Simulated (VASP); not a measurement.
# H16CO10 in VASP: a series of runs

The runs below take H16CO10 through single point, with PBE+D3(BJ).

All numbers are computed with VASP 6.6.1; they aren't measurements. Logs are shortened: lines on timing, memory, paths and dates and some standing lists are left out, and cuts for length are marked.

## Step 1: The cell of the first run

The cell holds an amorphous packing of atoms, 27 atoms: a = 6.583 Å, b = 6.583 Å, c = 6.583 Å, α = 90.00°, β = 90.00°, γ = 90.00°.

## Step 2: Single point, PBE+D3(BJ)

File INCAR:

```
  ALGO = Normal
  EDIFF = 1E-6
  ENCUT = 520
  GGA = PE
  ISIF = 2
  ISMEAR = -1
  IVDW = 12
  LASPH = True
  LCHARG = True
  LELF = True
  LREAL = Auto
  LVHAR = True
  LWAVE = False
  NBANDS = 59
  NELM = 60
  PREC = Accurate
  SIGMA = 0.05
```

File KPOINTS:

```
k-points
0
Gamma
  1 1 1
```

File POSCAR:

```
H16CO10
1.0
    6.5829420000      0.0000000000      0.0000000000
    0.0000000000      6.5829420000      0.0000000000
    0.0000000000      0.0000000000      6.5829420000
O H C
10 16 1
Direct
   -0.0699687161      0.7235518709      0.0733866408
    0.3696219715      0.0987552374      0.5398042395
    0.3677990783      0.7836769639      0.9682752787
    0.8048680970      1.0196049122      0.7924268511
    0.0392681570      0.8406575662      0.5047135460
    0.5652184084      0.7735143345      0.3208443884
    0.0520284092      0.4209364141      0.5591269071
    0.5072959780      0.4740737500      0.6633660148
    0.9771618829      0.1994245126      0.2218612894
    0.6278651703      0.2607192954      0.1940317870
   -0.1771244529      0.7106549017      0.1749065995
   -0.1050897912      0.8387891007     -0.0190948059
    0.2570431275     -0.0068662309      0.5738771510
    0.4563764955      0.0166794725      0.4556625290
    0.2209346520      0.7703850345      0.9748832665
    0.3976641447      0.6551933771      0.8980938918
    0.8652210516      0.9358429711      0.6845875294
    0.6606012935      1.0002366723      0.7913938783
    0.0108006420      0.8613929760      0.3541273795
    0.0300169742      0.6862433240      0.5111392444
    0.4821248615      0.7552702120      0.1925279001
    0.5325886207      0.6514868276      0.4067330382
    0.1606728420      0.3360655464      0.4928191681
    0.0469394991      0.3892940269      0.7045482096
    0.6491930204      0.4480519500      0.6990339578
    0.4654301982      0.3428102511      0.6190697108
    0.8016476524      0.2337404765      0.2044830412
```

Potentials or basis: VASP PAW PBE potentials, release 64 (O, H, C).

Launch:

```console
$ cat potpaw_PBE.64/O/POTCAR potpaw_PBE.64/H/POTCAR potpaw_PBE.64/C/POTCAR > POTCAR
$ mpirun -np 1 vasp_gam > vasp.out
```

OUTCAR:

```text
EDIFF = 1E-6
   ENCUT = 520
   GGA = PE
   ISIF = 2
   ISMEAR = -1
   IVDW = 12
   LASPH = True
   LREAL = Auto
   NELM = 60
   PREC = Accurate
 IVDW          = 12

 ion  position               nearest neighbor table
   1  0.930  0.724  0.073-  11 0.98  12 1.00
   2  0.370  0.099  0.540-  14 0.96  13 1.04
   3  0.368  0.784  0.968-  15 0.97  16 0.98
   4  0.805  0.020  0.792-  18 0.96  17 0.98
   5  0.039  0.841  0.505-  19 1.02  20 1.02
   6  0.565  0.774  0.321-  22 1.01  21 1.01
   7  0.052  0.421  0.559-  24 0.98  23 1.01
   8  0.507  0.474  0.663-  26 0.95  25 0.98
   9  0.977  0.199  0.222-  27 1.18
  10  0.628  0.261  0.194-  27 1.16
  11  0.823  0.711  0.175-   1 0.98
  12  0.895  0.839  0.981-   1 1.00
  13  0.257  0.993  0.574-   2 1.04
  14  0.456  0.017  0.456-   2 0.96
[... 10 lines left out ...]
  25  0.649  0.448  0.699-   8 0.98
  26  0.465  0.343  0.619-   8 0.95
  27  0.802  0.234  0.204-  10 1.16   9 1.18

  LATTYP: Found a simple cubic cell.
 ALAT       =     6.5829420000

  Lattice vectors:

 A1 = (   6.5829420000,   0.0000000000,   0.0000000000)
 A2 = (   0.0000000000,   6.5829420000,   0.0000000000)
 A3 = (   0.0000000000,   0.0000000000,   6.5829420000)

Analysis of symmetry for initial positions (statically):
=====================================================================
 Subroutine PRICEL returns:
 Original cell was already a primitive cell.

 Routine SETGRP: Setting up the symmetry group for a
 simple cubic supercell.

 Subroutine GETGRP returns: Found  1 space group operations
 (whereof  1 operations were pure point group operations)
 out of a pool of 48 trial point group operations.

The static configuration has the point symmetry C_1 .

Analysis of symmetry for dynamics (positions and initial velocities):
=====================================================================
 Subroutine PRICEL returns:
 Original cell was already a primitive cell.

 Routine SETGRP: Setting up the symmetry group for a
 simple cubic supercell.

 Subroutine GETGRP returns: Found  1 space group operations
 (whereof  1 operations were pure point group operations)
 out of a pool of 48 trial point group operations.

The dynamic configuration has the point symmetry C_1 .

 Subroutine INISYM returns: Found  1 space group operations
 (whereof  1 operations are pure point group operations),
 and found     1 'primitive' translations

----------------------------------------------------------------------------------------

                                     Primitive cell

  volume of cell :     285.2726

  direct lattice vectors                    reciprocal lattice vectors
     6.582942000  0.000000000  0.000000000     0.151907764  0.000000000  0.000000000
     0.000000000  6.582942000  0.000000000     0.000000000  0.151907764  0.000000000
     0.000000000  0.000000000  6.582942000     0.000000000  0.000000000  0.151907764

  length of vectors
     6.582942000  6.582942000  6.582942000     0.151907764  0.151907764  0.151907764

  position of ions in fractional coordinates (direct lattice)
     0.930031284  0.723551871  0.073386641
     0.369621972  0.098755237  0.539804240
     0.367799078  0.783676964  0.968275279
     0.804868097  0.019604912  0.792426851
     0.039268157  0.840657566  0.504713546
     0.565218408  0.773514334  0.320844388
[... 19 lines left out ...]
     0.465430198  0.342810251  0.619069711
     0.801647652  0.233740477  0.204483041

  ion indices of the primitive-cell ions
   primitive index   ion index
                 1           1
                 2           2
                 3           3
                 4           4
                 5           5
                 6           6
[... 19 lines left out ...]
                26          26
                27          27

----------------------------------------------------------------------------------------

 KPOINTS: k-points

Automatic generation of k-mesh.
 Grid dimensions read from file:
 generate k-points for:    1    1    1

 Generating k-lattice:

  Cartesian coordinates                     Fractional coordinates (reciprocal lattice)
     0.151907764  0.000000000  0.000000000     1.000000000  0.000000000  0.000000000
     0.000000000  0.151907764  0.000000000     0.000000000  1.000000000  0.000000000
     0.000000000  0.000000000  0.151907764     0.000000000  0.000000000  1.000000000

  Length of vectors
     0.151907764  0.151907764  0.151907764

  Shift w.r.t. Gamma in fractional coordinates (k-lattice)
     0.000000000  0.000000000  0.000000000

 Subroutine IBZKPT returns following result:
 ===========================================

 Found      1 irreducible k-points:

 Following reciprocal coordinates:
            Coordinates               Weight
  0.000000  0.000000  0.000000      1.000000
   k-points           NKPTS =      1   k-points in BZ     NKDIM =      1   number of bands    NBANDS=     59
   number of dos      NEDOS =    301   number of ions     NIONS =     27
   total plane-waves  NPLWV = 125000
   dimension x,y,z NGX =    50 NGY =   50 NGZ =   50
   dimension x,y,z NGXF=   100 NGYF=  100 NGZF=  100
   ions per type =              10  16   1
   NGX,Y,Z   is equivalent  to a cutoff of  12.63, 12.63, 12.63 a.u.
   NGXF,Y,Z  is equivalent  to a cutoff of  25.25, 25.25, 25.25 a.u.
 SYSTEM =  unknown system
   PREC   = accura    normal or accurate (medium, high low for compatibility)
   ISTART =      0    job   : 0-new  1-cont  2-samecut
   ICHARG =      2    charge: 1-file 2-atom 10-const
   ISPIN  =      1    spin polarized calculation?
   LNONCOLLINEAR =      F non collinear calculations
   LSORBIT =      F    spin-orbit coupling
   LASPH  =      T    aspherical Exc in radial PAW
   ENCUT  =  520.0 eV  38.22 Ry    6.18 a.u.  12.24 12.24 12.24*2*pi/ulx,y,z
   NELM   =     60;   NELMIN=  2; NELMDL= -5     # of ELM steps
   EDIFF  = 0.1E-05   stopping-criterion for ELM
   LREAL  =      T    real-space projection
   EDIFFG = 0.1E-04   stopping-criterion for IOM
   NSW    =      0    number of steps for IOM
   IBRION =     -1    ionic relax: 0-MD 1-quasi-New 2-CG
   NFREE  =      0    steps in history (QN), initial steepest desc. (CG)
   ISIF   =      2    stress and relaxation
   ISYM   =      2    0-nonsym 1-usesym 2-fastsym
   POTIM  = 0.5000    time-step for ionic-motion
   TEBEG  =    0.0;   TEEND  =   0.0 temperature during run
   PSTRESS=    0.0 pullay stress
   NELECT =      80.0000    total number of electrons
   NUPDOWN=      -1.0000    fix difference up-down
   EMIN   =  10.00;   EMAX   =-10.00  energy-range for DOS
   EFERMI =   0.00;   METHOD = LEGACY
   ISMEAR =    -1;   SIGMA  =   0.05  broadening in eV -4-tet -1-fermi 0-gaus
   EFERMI_NEDOS =   21; number of points for ismear=-14 and -15
   IALGO  =     38    algorithm
   IMIX   =      4    mixing-type and parameters
     AMIX     =   0.40;   BMIX     =  1.00
     AMIX_MAG =   1.60;   BMIX_MAG =  1.00
  volume/ion in A,a.u.               =      10.57        71.30
  Fermi-wavevector in a.u.,A,eV,Ry     =   1.071564  2.024962 15.622883  1.148249
  Thomas-Fermi vector in A             =   2.207308
   LORBIT       =      0    0 simple, 1 ext, 2 COOP (PROOUT), +10 PAW based schemes
   GGA     = PE    functional components
   LHFCALC =     F    Hartree Fock is set to
   AEXX    =    0.0000 exact exchange contribution
   IVDW    =    12    specifies the selected vdW correction
   LEPSILON=     F    determine dielectric tensor
   LRPA    =     F    only Hartree local field effects (RPA)
 non-spin polarized calculation
  energy-cutoff  :      520.00
  volume of cell :      285.27
 maximum number of plane-waves:      3845
 NGX is ok and might be reduce to    50
   NGX = 25   NGY = 25   NGZ = 25

 number of electron      79.9999996 magnetization

 Free energy of the ion-electron system (eV)
  ---------------------------------------------------
  ext. energy  EPLUGINS =         0.00000000
  ---------------------------------------------------
  free energy    TOTEN  =      -139.62619235 eV

  energy without entropy =     -139.62619235  energy(sigma->0) =     -139.62619235

 E-fermi :  -2.2951     XC(G=0):  -6.9770

 val. band max:       -3.5927556217   @ k =   0.0000   0.0000   0.0000
 cond. band min:       1.1888341604   @ k =   0.0000   0.0000   0.0000
 fundamental gap:      4.7815897821
 Fermi energy:        -2.2950697996

 k-point     1 :       0.0000    0.0000    0.0000
  band No.  band energies     occupation
      1     -25.5744      2.00000
      2     -24.4575      2.00000
      3     -22.3191      2.00000
      4     -22.1005      2.00000
      5     -22.0459      2.00000
      6     -21.8361      2.00000
[... 44 lines left out ...]
     51       6.6882      0.00000
     52       7.0236      0.00000
 [bands above 52 left out]

------------------------ aborting loop because EDIFF is reached ----------------------------------------

 Edisp (eV)   -1.01265

 E8    (eV) :    -0.2153

  FORCE on cell =-STRESS in cart. coord.  units (eV):
  Direction    XX          YY          ZZ          XY          YZ          ZX
  --------------------------------------------------------------------------------------
  -------------------------------------------------------------------------------------
  Total       1.39465    -2.55623    -2.63309    -0.60753     1.71806     0.68441
  in kB       7.83280   -14.35655   -14.78825    -3.41208     9.64917     3.84385
  external pressure =       -7.10 kB  Pullay stress =        0.00 kB

 VOLUME and BASIS-vectors are now :
 -----------------------------------------------------------------------------
  energy-cutoff  :      520.00
  volume of cell :      285.27
      direct lattice vectors                 reciprocal lattice vectors
     6.582942000  0.000000000  0.000000000     0.151907764  0.000000000  0.000000000
     0.000000000  6.582942000  0.000000000     0.000000000  0.151907764  0.000000000
     0.000000000  0.000000000  6.582942000     0.000000000  0.000000000  0.151907764

 POSITION                                       TOTAL-FORCE (eV/Angst)
 -----------------------------------------------------------------------------------
      6.12234      4.76310      0.48310         0.746090      0.121242     -0.452319
      2.43320      0.65010      3.55350        -1.886834     -0.632855      1.149308
      2.42120      5.15890      6.37410         0.021735     -0.670868     -0.392145
      5.29840      0.12906      5.21650         0.750698      0.261130      0.736342
      0.25850      5.53400      3.32250        -0.558540     -1.149359     -1.498325
      3.72080      5.09200      2.11210        -0.219265     -1.122549      0.122657
[... 19 lines left out ...]
      3.06390      2.25670      4.07530        -0.869564     -1.730777     -0.452508
      5.27720      1.53870      1.34610         2.119450     -0.657385      0.357187
 -----------------------------------------------------------------------------------
    total drift:                                0.004539     -0.011397     -0.000435

  FREE ENERGIE OF THE ION-ELECTRON SYSTEM (eV)
  ---------------------------------------------------
  free  energy   TOTEN  =      -140.6388425549 eV

  energy  without entropy=     -140.6388425549  energy(sigma->0) =     -140.63884255
```

Run time: 42 s. Hardware: 1 thread of Intel Xeon Platinum 8488C (Sapphire Rapids), shared host; peak memory 0.32 GiB.

Results:

| Item | Value |
| --- | --- |
| Free energy | -140.6388 eV |
| Pressure | -0.7 GPa |
| Largest force | 2.298 eV/Å |
| Band gap on the k mesh | 4.78 eV |
| Dispersion energy per atom | -0.038 eV |

Forces in eV/Å, atoms in the order of the input:
```
O    0.746  0.121 -0.452
O   -1.887 -0.633  1.149
O    0.022 -0.671 -0.392
O    0.751  0.261  0.736
O   -0.559 -1.149 -1.498
O   -0.219 -1.123  0.123
O    0.381 -0.078 -0.153
O    1.183  1.543  0.604
O   -0.636  0.120 -0.423
O   -1.418  0.488 -0.272
H   -0.642  0.246 -0.026
H   -0.463 -0.218  0.392
H    1.090  1.285 -0.510
H    0.688 -0.617 -0.827
H   -0.516  0.325  0.534
H    0.506  0.074 -0.357
H    0.109  0.036 -0.652
H   -0.918 -0.198 -0.163
H    0.395  0.090  1.402
H    0.470  0.775  0.344
H    0.161  0.373  0.419
H    0.226  0.869 -0.280
H   -0.879  0.408  0.880
H    0.330 -0.182 -0.500
H   -0.170  0.244  0.018
H   -0.870 -1.731 -0.453
C    2.119 -0.657  0.357
```

Levels at points of the mesh, in eV from the valence-band top:
```csv
k point,band 37,band 38,band 39,band 40,band 41,band 42,band 43,band 44
"(0.00, 0.00, 0.00)",-0.25,-0.18,-0.07,0.00,4.78,6.64,6.72,8.00
```

Caveat: the k points lie up to 0.95 Å⁻¹ apart.

## Step 3: Single point, PBE+D3(BJ)

This run uses another cell than the first one, of 11.33 Å³/atom, 1.073 times its volume.

File INCAR:

```
SYSTEM = H16CO10
ALGO = Normal
EDIFF = 1E-6
ENCUT = 520
GGA = PE
ISIF = 2
ISMEAR = -1
IVDW = 12
LASPH = .True.
LCHARG = .False.
LREAL = Auto
LWAVE = .False.
NBANDS = 59
NELM = 80
PREC = Accurate
SIGMA = 0.05
```

File KPOINTS:

```
k-points
0
Gamma
  1 1 1
  0 0 0
```

File POSCAR:

```
H16CO10
1.0
    6.7386640000      0.0000000000      0.0000000000
    0.0000000000      6.7386640000      0.0000000000
    0.0000000000      0.0000000000      6.7386640000
O H C
10 16 1
Direct
    0.0396369369      0.6316088768      0.0192916578
    0.3025377137      0.1514395138      0.5989020969
    0.4275031371      0.8009451132      0.9289972018
    0.7772015343      1.0429218611      0.8267514154
   -0.0058913755      0.8532848648      0.5502574398
    0.5211418762      0.9261182929      0.3085478071
    0.0347695033      0.4637417743      0.5641029142
    0.5574992313      0.5046697684      0.6655770343
    0.9357492821      0.1073951751      0.1891027658
    0.6856255186      0.3433766693      0.1770232200
   -0.0342501125      0.5751881975      0.1257370897
   -0.0385239567      0.7392266479     -0.0310298896
    0.2293481319      0.0452018382      0.6591365885
    0.3484518593      0.0868421396      0.4806887537
    0.2988277795      0.7755246441      0.9877180403
    0.4598240838      0.6819452639      0.8553179087
    0.8344383991      0.9517465183      0.7318216192
    0.6430948330      0.9730118611      0.8610163676
   -0.0281509807      0.9063369238      0.4241641963
    0.0367580280      0.7128712754      0.5259944701
    0.5071628441      0.8718493755      0.1654779048
    0.5735855060      0.8143453955      0.3751930650
    0.1335576310      0.3559310866      0.5357590169
    0.0622823753      0.4827959964      0.7063269515
    0.7038338757      0.4889841666      0.6596559793
    0.4934806068      0.3758460134      0.6512863677
    0.8087062955      0.2222992569      0.1759399192
```

Potentials or basis: VASP PAW PBE potentials, release 64 (O, H, C).

Launch:

```console
$ cat potpaw_PBE.64/O/POTCAR potpaw_PBE.64/H/POTCAR potpaw_PBE.64/C/POTCAR > POTCAR
$ mpirun -np 1 vasp_gam > vasp.out
```

Wall time 31 s (1 thread of Intel Xeon Platinum 8488C (Sapphire Rapids), shared host); peak memory 0.32 GiB.

The run converged. Its results:

```
Free energy                : -140.2418 eV
Pressure                   : 1.1 GPa
Largest force              : 3.067 eV/Å
Band gap on the k mesh     : 4.27 eV
Dispersion energy per atom : -0.035 eV
```

Forces on the atoms (eV/Å):
```
O    1.174 -0.161 -0.736
O    0.004  1.248  0.230
O    0.141  0.884  0.466
O   -2.678 -0.987  1.122
O    0.637 -1.373  1.672
O   -0.560  0.457 -2.303
O    0.591 -0.382  0.427
O    0.751  0.768  0.136
O    1.613 -1.177  0.302
O   -0.884  1.005 -0.323
H   -0.559 -0.324  0.758
H   -0.680  0.804 -0.213
H   -0.645 -0.530  0.600
H    0.839 -0.476 -1.171
H   -0.580 -0.223  0.123
H    0.443 -0.904 -0.679
H    0.534 -0.246 -0.836
H    1.821  1.245 -0.561
H   -0.381  1.119 -1.974
H   -0.216  0.234  0.200
H   -0.002  0.700  1.363
H    0.494 -1.175  1.093
H   -0.348  0.111  0.042
H   -0.266  0.007 -0.111
H   -0.995 -0.393 -0.069
H    0.224 -0.429  0.051
C   -0.470  0.200  0.390
```

Stress tensor (GPa, compression positive):
```
 0.10 -1.76  0.07
-1.76  1.68 -0.89
 0.07 -0.89  1.41
```

Levels at points of the mesh, in eV from the valence-band top:
```tsv
k point	band 38	band 39	band 40	band 41	band 42	band 43
(0.00, 0.00, 0.00)	-0.67	-0.52	0.00	4.27	6.36	6.41
```

Caveat: the k points lie up to 0.93 Å⁻¹ apart.

(Continued in part 2 of 3.)
